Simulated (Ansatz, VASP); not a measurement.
**C in VASP and in Ansatz**

File INCAR:

```
SYSTEM = C
PREC     = Accurate       ! precision mode
ENCUT    = 520            ! plane-wave cutoff, eV
EDIFF    = 1E-6           ! SCF threshold, eV
ISMEAR   = 0              ! smearing method
SIGMA    = 0.03           ! smearing width, eV
LREAL    = .FALSE.        ! projectors in reciprocal space
LASPH    = .TRUE.         ! aspherical terms in the spheres
NELM     = 100            ! most SCF steps
ALGO     = Normal         ! electronic algorithm
ISIF     = 2              ! what is computed and relaxed
LWAVE    = .FALSE.        ! write WAVECAR
LCHARG   = .TRUE.         ! write CHGCAR
GGA      = PE             ! functional
IVDW     = 12             ! dispersion correction
LELF     = .TRUE.         ! ELF
LVHAR    = .TRUE.       
NBANDS   = 11             ! bands
```

File KPOINTS:

```
regular mesh
0
G
  18 18 18
  0 0 0
```

File POSCAR:

```
C
1.0
    0.0000000000      2.2287036709      3.3908323941
    1.2302239540      0.0000000000      3.3908323941
    1.2302239540      2.2287036709      0.0000000000
C
2
Direct
    0.1666966007      0.8333033993      0.1666966007
    0.8333033993      0.1666966007      0.8333033993
```

Input for Ansatz:

```yaml
crystal:
  lattice:
    - [0.0, 2.2287036709, 3.3908323941]
    - [1.230223954, 0.0, 3.3908323941]
    - [1.230223954, 2.2287036709, 0.0]
  atoms:
    - { symbol: C, position: [0.1666966007, 0.8333033993, 0.1666966007] }
    - { symbol: C, position: [0.8333033993, 0.1666966007, 0.8333033993] }
basis:
  ecutwfc: 520.0
kpoints:
  mp_grid: { grid: [18, 18, 18] }
hamiltonian:
  xc: pbe
  pseudopotentials: { kind: paw, azcp: { folder: soft_1 } }
  dispersion: d3bj
scf:
  occupations: { method: gaussian, width: 0.03 }
output:
  forces: true
  stress: true
  eigenvalues: true
```

Change from the starting cell: volume 9.297 Å^3 an atom, stretch along b over the lengths across it, relative to the relaxed cell 1.0465.

Alike in both runs: task single point; functional PBE; dispersion D3(BJ); k mesh 18 × 18 × 18; occupations gaussian, width 0.03 eV; no spin polarisation.

```csv
,VASP,Ansatz
version,VASP 6.6.1,Ansatz 0.2.0
potentials or method,"VASP PAW PBE potentials, release 64 (C), cutoff 520 eV","scalar-relativistic, plane waves, PAW"
valence electrons in the cell,8,8
```

VASP gave:

* gap on the k mesh at the Fermi level (eV): 0.05
* least direct gap on the mesh (eV): 0.11
* pressure (GPa): -15.2
* traceless stress, the component that is largest in VASP (GPa): -26.24
* rms of the force components (eV/Å): 0.140

Problem. Estimate Ansatz's values.

Solution. gap on the k mesh at the Fermi level (eV): 0.05; least direct gap on the mesh (eV): 0.11; pressure (GPa): -15.6; traceless stress, the component that is largest in VASP (GPa): -26.39; rms of the force components (eV/Å): 0.133.

Atom by atom the forces differ by 0.007 eV/Å (rms over components).
